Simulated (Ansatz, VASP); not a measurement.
# Al2Ru in VASP and in Ansatz

Contents of INCAR:

```
SYSTEM = Al2Ru
PREC = Accurate ; ENCUT = 520
EDIFF = 1E-7 ; ISMEAR = 0
SIGMA = 0.03 ; LREAL = .False.
LASPH = .True. ; NELM = 100
ALGO = Normal ; ISIF = 2
LWAVE = .False. ; LCHARG = .False.
GGA = PS ; NBANDS = 29
```

Contents of KPOINTS:

```
regular mesh
0
Gamma
  10 10 10
  0 0 0
```

Contents of POSCAR:

```
Al2Ru
1.0
    0.0000000000      3.8680185994      4.3193031585
    2.2800520196      0.0000000000      4.3193031585
    2.2800520196      3.8680185994      0.0000000000
Al Ru
4 2
Direct
    0.0789481736      0.4210518264      0.0789481736
    0.4210518264      0.0789481736      0.4210518264
    0.1710518264      0.8289481736      0.1710518264
    0.8289481736      0.1710518264      0.8289481736
    0.7500000000      0.7500000000      0.7500000000
    0.5000000000      0.5000000000      0.5000000000
```

Input for Ansatz:

```yaml
crystal:
  lattice:
    - [0.0, 3.8680185994, 4.3193031585]
    - [2.2800520196, 0.0, 4.3193031585]
    - [2.2800520196, 3.8680185994, 0.0]
  atoms:
    - { symbol: Al, position: [0.0789481736, 0.4210518264, 0.0789481736] }
    - { symbol: Al, position: [0.4210518264, 0.0789481736, 0.4210518264] }
    - { symbol: Al, position: [0.1710518264, 0.8289481736, 0.1710518264] }
    - { symbol: Al, position: [0.8289481736, 0.1710518264, 0.8289481736] }
    - { symbol: Ru, position: [0.75, 0.75, 0.75] }
    - { symbol: Ru, position: [0.5, 0.5, 0.5] }
basis:
  ecutwfc: 420
kpoints:
  mp_grid: { grid: [10, 10, 10] }
hamiltonian:
  xc: pbesol
scf:
  occupations: { method: gaussian, width: 0.03 }
output:
  forces: true
  stress: true
  eigenvalues: true
```

Change from the starting cell: strain -0.030 along x and y, -0.015 along z, atoms carried along.

Alike in both runs: task single point; functional PBEsol; k mesh 10 × 10 × 10; occupations gaussian, width 0.03 eV; no spin polarisation.

|  | VASP | Ansatz |
| --- | --- | --- |
| version | VASP 6.6.1 | Ansatz 0.2.0 |
| potentials or method | VASP PAW PBE potentials, release 64 (Al, Ru_pv), cutoff 520 eV | scalar-relativistic, plane waves, PAW |
| valence electrons in the cell | 40 | 44 |

```csv
,VASP,Ansatz,Ansatz less VASP
gap on the k mesh at the Fermi level (eV),0.02,0.02,-0.001
least direct gap on the mesh (eV),1.37,1.36,-0.001
pressure (GPa),16.3,16.1,-0.15
"traceless stress, the component that is largest in VASP (GPa)",-2.62,-2.64,-0.027
rms of the force components (eV/Å),0.076,0.076,-0.0004
```

VASP's potentials were made for PBE, not for PBEsol. Atom by atom the forces differ by 0.000 eV/Å (rms over components). VASP's potentials hold 40 valence electrons a cell and Ansatz's 44, so a difference there can come from the potentials and not from the codes.
